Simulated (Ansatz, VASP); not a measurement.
**One calculation of GaBi2Sb3S, two programs**

```
Ga Sb Bi S
1.0
     3.14697    1.81690    5.63285
    -3.14697    1.81690    5.63285
     0.00000   -3.63381    5.63285
Ga Sb Bi S
1 3 2 1
Direct
  0.50000 0.50000 0.50000
  0.50000 0.50000 0.00000
  0.00000 0.50000 0.50000
  0.50000 0.00000 0.50000
  0.82961 0.82961 0.82961
  0.17039 0.17039 0.17039
  0.00000 0.00000 0.00000
```

Alike in both runs: functional PBE; k mesh 3 × 3 × 3; occupations gaussian, width 0.15 eV; no spin polarisation.

Ansatz relaxed the structure, and its values are those at the end. VASP's run is a single point on that final structure, the one shown.

```csv
,VASP,Ansatz
version,VASP 6.6.1,Ansatz 0.2.0
potentials or method,"VASP PAW PBE potentials, release 64 (Ga_d, Sb, Bi_d, S), cutoff 500 eV","scalar-relativistic, plane waves, PAW"
valence electrons in the cell,64,94
```

|  | VASP | Ansatz | Ansatz less VASP |
| --- | --- | --- | --- |
| gap on the k mesh at the Fermi level (eV) | none | none | - |
| pressure (GPa) | 0.0 | 0.1 | +0.09 |
| rms of the force components (eV/Å) | 0.004 | 0.003 | -0.0015 |

A gap of «none» marks a metal or a gap that the smearing closes. VASP's potentials hold 64 valence electrons a cell and Ansatz's 94, so a difference there can come from the potentials and not from the codes.

The k mesh is coarse, so the values compare programs but aren't converged. Neither program's run includes spin-orbit coupling.
